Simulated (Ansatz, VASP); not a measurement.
One calculation of Ta16Cu, two programs

The input INCAR:

```
  PREC = Accurate
  ENCUT = 520
  EDIFF = 1E-6
  ISMEAR = 0
  SIGMA = 0.1
  LREAL = Auto
  LASPH = T
  NELM = 60
  ALGO = Normal
  ISIF = 2
  LWAVE = F
  LCHARG = F
  LDIPOL = T
  IDIPOL = 3
  DIPOL = 0.5 0.5 0.308
  GGA = PE
  IVDW = 12
  NBANDS = 108
```

Contents of KPOINTS:

```
Automatic mesh
0
Gamma
  4 4 1
```

POSCAR

```
Ta16Cu
1.0
    6.5699959905      0.0000000000      0.0000000000
    0.0000000000      6.5699959905      0.0000000000
    0.0000000000      0.0000000000     21.9099229040
Ta Cu
16 1
Direct
    0.2500000000      0.2500000000      0.1825656812
    0.2500000000      0.7500000000      0.1825656812
    0.7500000000      0.2500000000      0.1825656812
    0.7500000000      0.7500000000      0.1825656812
    0.0000000000      0.0000000000      0.2575316683
    0.0000000000      0.5000000000      0.2575316683
    0.5000000000      0.0000000000      0.2575316683
    0.5000000000      0.5000000000      0.2575316683
    0.2500000000      0.2500000000      0.3326484497
    0.2500000000      0.7500000000      0.3326484497
    0.7500000000      0.2500000000      0.3326484497
    0.7500000000      0.7500000000      0.3326484497
    0.0000000000      0.0000000000      0.4020973941
    0.0000000000      0.5000000000      0.4020973941
    0.5000000000      0.0000000000      0.4020973941
    0.5000000000      0.5000000000      0.4020973941
    0.0000000000      0.1875000000      0.5298933709
```

Input for Ansatz:

```yaml
crystal:
  lattice:
    - [6.5699959905, 0.0, 0.0]
    - [0.0, 6.5699959905, 0.0]
    - [0.0, 0.0, 21.909922904]
  atoms:
    - { symbol: Ta, position: [0.25, 0.25, 0.1825656812] }
    - { symbol: Ta, position: [0.25, 0.75, 0.1825656812] }
    - { symbol: Ta, position: [0.75, 0.25, 0.1825656812] }
    - { symbol: Ta, position: [0.75, 0.75, 0.1825656812] }
    - { symbol: Ta, position: [0.0, 0.0, 0.2575316683] }
    - { symbol: Ta, position: [0.0, 0.5, 0.2575316683] }
    - { symbol: Ta, position: [0.5, 0.0, 0.2575316683] }
    - { symbol: Ta, position: [0.5, 0.5, 0.2575316683] }
    - { symbol: Ta, position: [0.25, 0.25, 0.3326484497] }
    - { symbol: Ta, position: [0.25, 0.75, 0.3326484497] }
    - { symbol: Ta, position: [0.75, 0.25, 0.3326484497] }
    - { symbol: Ta, position: [0.75, 0.75, 0.3326484497] }
    - { symbol: Ta, position: [0.0, 0.0, 0.4020973941] }
    - { symbol: Ta, position: [0.0, 0.5, 0.4020973941] }
    - { symbol: Ta, position: [0.5, 0.0, 0.4020973941] }
    - { symbol: Ta, position: [0.5, 0.5, 0.4020973941] }
    - { symbol: Cu, position: [0.0, 0.1875, 0.5298933709] }
basis:
  ecutwfc: 420
kpoints:
  mp_grid: { grid: [4, 4, 1] }
hamiltonian:
  xc: pbe
  pseudopotentials: { kind: paw, azcp: { folder: soft_1 } }
  dispersion: d3bj
scf:
  occupations: { method: gaussian, width: 0.1 }
output:
  forces: true
  eigenvalues: true
efield:
  axis: 3
  dipole_correction: true
  ramp_width: 0.04
```

Alike in both runs: task single point; functional PBE; dispersion D3(BJ); k mesh 4 × 4 × 1; occupations gaussian, width 0.1 eV; no spin polarisation.

|  | VASP | Ansatz |
| --- | --- | --- |
| version | VASP 6.6.1 | Ansatz 0.2.0 |
| potentials or method | VASP PAW PBE potentials, release 64 (Ta_pv, Cu), cutoff 520 eV | scalar-relativistic, plane waves, PAW |
| valence electrons in the cell | 187 | 227 |

VASP gave:

```
gap on the k mesh at the Fermi level (eV) : none
rms of the force components (eV/Å)        : 0.371
```

Q: Estimate Ansatz's values.

A: gap on the k mesh at the Fermi level (eV): none; rms of the force components (eV/Å): 0.364.

Atom by atom the forces differ by 0.008 eV/Å (rms over components). A gap of «none» marks a metal or a gap that the smearing closes. VASP's potentials hold 187 valence electrons a cell and Ansatz's 227, so a difference there can come from the potentials and not from the codes. Ansatz's warnings: vacuum below fermi.

Spin-orbit coupling is off throughout.
